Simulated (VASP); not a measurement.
Input of a VASP 6.6.1 run:

The input INCAR:

```
  PREC = Accurate
  ENCUT = 520
  EDIFF = 1E-6
  ISMEAR = -1
  SIGMA = 0.08
  LREAL = F
  LASPH = T
  NELM = 100
  ALGO = Normal
  ISIF = 2
  LWAVE = F
  LCHARG = F
  GGA = CA
  NBANDS = 18
```

KPOINTS

```
regular mesh
0
Gamma
  12 12 12
```

The input POSCAR:

```
HfO2
1.0
    0.0000000000      2.4493500131      2.4493500131
    2.4493500131      0.0000000000      2.4493500131
    2.4493500131      2.4493500131      0.0000000000
Hf O
1 2
Direct
    0.0000000000      0.0000000000      0.0000000000
    0.2500000000      0.2500000000      0.2500000000
    0.7500000000      0.7500000000      0.7500000000
```

Potentials or basis: VASP PAW LDA potentials, release 64 (Hf_pv, O).

Launch:

```sh
$ cat potpaw_LDA.64/Hf_pv/POTCAR potpaw_LDA.64/O/POTCAR > POTCAR
$ mpirun -np 1 vasp_std > vasp.out
```

(1) What does it give for the pressure?

(2) Estimate the band gap on the k mesh.

## Answers

(1) 16.3 GPa.

(2) 3.86 eV.

Caveat: the cell stands under pressure; spin-orbit coupling is left out, which moves the levels of the heavy elements.
